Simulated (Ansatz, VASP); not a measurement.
One calculation of SrTiO3, two programs

INCAR

```
SYSTEM = SrTiO3
PREC     = Accurate       ! precision mode
ENCUT    = 520            ! plane-wave cutoff, eV
EDIFF    = 1E-6           ! SCF threshold, eV
ISMEAR   = 0              ! smearing method
SIGMA    = 0.05           ! smearing width, eV
LREAL    = .False.        ! projectors in reciprocal space
LASPH    = .True.         ! aspherical terms in the spheres
NELM     = 100            ! most SCF steps
ALGO     = Normal         ! electronic algorithm
ISIF     = 2              ! what is computed and relaxed
LWAVE    = .False.        ! write WAVECAR
LCHARG   = .True.         ! write CHGCAR
GGA      = PE             ! functional
LELF     = .True.         ! ELF
LVHAR    = .True.       
NBANDS   = 28             ! bands
```

The input KPOINTS:

```
regular mesh
0
Gamma
  8 8 8
  0 0 0
```

POSCAR

```
SrTiO3
1.0
    4.0741837684      0.0000000000      0.0000000000
    0.0000000000      4.0741837684      0.0000000000
    0.0000000000      0.0000000000      3.6608607774
Sr Ti O
1 1 3
Direct
    0.0020505763      0.0000000000      0.0000000000
    0.5096807686      0.5000000000      0.5000000000
   -0.0146326242      0.5000000000      0.5000000000
    0.4872194045      0.0000000000      0.5000000000
    0.4872194045      0.5000000000      0.0000000000
```

Input for Ansatz:

```yaml
crystal:
  lattice:
    - [4.0741837684, 0.0, 0.0]
    - [0.0, 4.0741837684, 0.0]
    - [0.0, 0.0, 3.6608607774]
  atoms:
    - { symbol: Sr, position: [0.0020505763, 0.0, 0.0] }
    - { symbol: Ti, position: [0.5096807686, 0.5, 0.5] }
    - { symbol: O, position: [-0.0146326242, 0.5, 0.5] }
    - { symbol: O, position: [0.4872194045, 0.0, 0.5] }
    - { symbol: O, position: [0.4872194045, 0.5, 0.0] }
basis:
  ecutwfc: 520.0
kpoints:
  mp_grid: { grid: [8, 8, 8] }
hamiltonian:
  xc: pbe
  pseudopotentials: { kind: paw, azcp: { folder: soft_1 } }
scf:
  occupations: { method: gaussian, width: 0.05 }
output:
  forces: true
  stress: true
  eigenvalues: true
```

Change from the starting cell: mode 1 frozen in at -0.058 Å, strain +e along z and -e/2 along x and y -0.0700.

Alike in both runs: task single point; functional PBE; k mesh 8 × 8 × 8; occupations gaussian, width 0.05 eV; no spin polarisation.

|  | VASP | Ansatz |
| --- | --- | --- |
| version | VASP 6.6.1 | Ansatz 0.2.0 |
| potentials or method | VASP PAW PBE potentials, release 64 (Sr_sv, Ti_sv, O), cutoff 520 eV | scalar-relativistic, plane waves, PAW |
| valence electrons in the cell | 40 | 40 |

Ansatz gave:

* gap on the k mesh at the Fermi level (eV): 1.92
* least direct gap on the mesh (eV): 2.31
* pressure (GPa): 4.2
* traceless stress, the component that is largest in VASP (GPa): 18.52
* rms of the force components (eV/Å): 0.161

What did VASP give for the same quantities?

gap on the k mesh at the Fermi level (eV): 1.88; least direct gap on the mesh (eV): 2.29; pressure (GPa): 4.8; traceless stress, the component that is largest in VASP (GPa): 18.71; rms of the force components (eV/Å): 0.153.

Atom by atom the forces differ by 0.010 eV/Å (rms over components).
